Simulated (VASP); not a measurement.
## FeCo3: single point with PBEsol

Crystal: FeCo3.

```xyz
4
Lattice="2.5684 0.0000 0.0000 0.0000 2.5684 0.0000 0.0000 0.0000 7.3374" Properties=species:S:1:pos:R:3 pbc="T T T"
Fe    0.0000    0.0000    0.0000
Co    1.2842    1.2842    5.6287
Co    0.0000    0.0000    3.6687
Co    1.2842    1.2842    1.7088
```

This cell differs from its parent crystal: atoms shifted along a free coordinate.

```json
{
 "Program": "VASP 6.6.1",
 "Task": "single point",
 "Functional": "PBEsol",
 "Potentials or basis": "VASP PAW PBE potentials, release 64 (Fe, Co)",
 "Cutoff": "520 eV",
 "k mesh": "16 × 16 × 6",
 "Occupations": "gaussian, width 0.15 eV",
 "Spin": "collinear spin, ferromagnetic start",
 "Starting moments": "[2.66, 1.81, 1.88, 1.81] μB"
}
```

| Item | Value |
| --- | --- |
| Pressure | -20.5 GPa |
| Largest force | 0.996 eV/Å |
| Net moment | 7.59 μB per cell |
| Site moments | Fe +2.47; Co +1.67, +1.85 (each value once) μB |
| Valence electrons inside the program's atomic spheres | Fe 7.23; Co 8.13, 7.97 (each value once) |

Forces on the atoms (eV/Å):
```
Fe   0.000  0.000  0.000
Co   0.000  0.000 -0.996
Co   0.000  0.000  0.000
Co   0.000  0.000  0.996
```

Stress tensor (GPa, compression positive):
```
-19.76   0.00   0.00
  0.00 -19.76   0.00
  0.00   0.00 -21.88
```

Levels at points of the mesh, in eV from the Fermi level:
Spin up:
```
           k point  band 17  band 18  band 19  band 20  band 21  band 22  band 23  band 24  band 25  band 26
(0.00, 0.00, 0.00)    -1.62    -1.42    -1.38    -1.23    -0.73    -0.47    -0.47     2.33     8.31    13.98
(0.50, 0.00, 0.00)    -0.82    -0.80    -0.69    -0.62    -0.21    -0.18     0.79     0.97     5.31     5.37
(0.50, 0.50, 0.00)    -0.59    -0.55    -0.55    -0.22     2.41     2.41     7.27     7.27     7.41     7.41
(0.00, 0.00, 0.50)    -1.16    -1.15    -1.15    -0.74    -0.64    -0.64    -0.49    -0.07    11.53    13.07
(0.50, 0.00, 0.50)    -1.33    -1.24    -0.79    -0.69     0.48     0.53     0.62     0.91     6.56     6.57
(0.50, 0.50, 0.50)    -0.72    -0.59    -0.59    -0.22     3.89     3.89     4.43     4.43     8.68     8.74
```
Spin down:
| k point | band 11 | band 12 | band 13 | band 14 | band 15 | band 16 | band 17 | band 18 |
| --- | --- | --- | --- | --- | --- | --- | --- | --- |
| (0.00, 0.00, 0.00) | -0.52 | -0.46 | -0.02 | -0.02 | 0.27 | 0.27 | 0.50 | 0.73 |
| (0.50, 0.00, 0.00) | -0.68 | -0.35 | -0.15 | -0.13 | -0.13 | 0.09 | 0.23 | 0.42 |
| (0.50, 0.50, 0.00) | 0.26 | 0.37 | 1.15 | 1.27 | 1.28 | 1.29 | 1.48 | 1.48 |
| (0.00, 0.00, 0.50) | -0.49 | -0.49 | -0.25 | -0.14 | 0.58 | 0.60 | 0.67 | 0.67 |
| (0.50, 0.00, 0.50) | -0.60 | -0.51 | -0.48 | -0.47 | -0.43 | -0.37 | 0.61 | 0.61 |
| (0.50, 0.50, 0.50) | 0.15 | 0.15 | 0.56 | 0.70 | 1.01 | 1.15 | 1.27 | 1.28 |

It took 6.5 min on 1 thread of Intel(R) Xeon(R) 6975P-C (Granite Rapids), on a shared host, peak memory 0.46 GiB.

Caveat: the cell differs from its parent crystal (atoms shifted along a free coordinate); the cell stands under tension; the PAW data sets were made with another functional, which shifts forces and pressure a little.
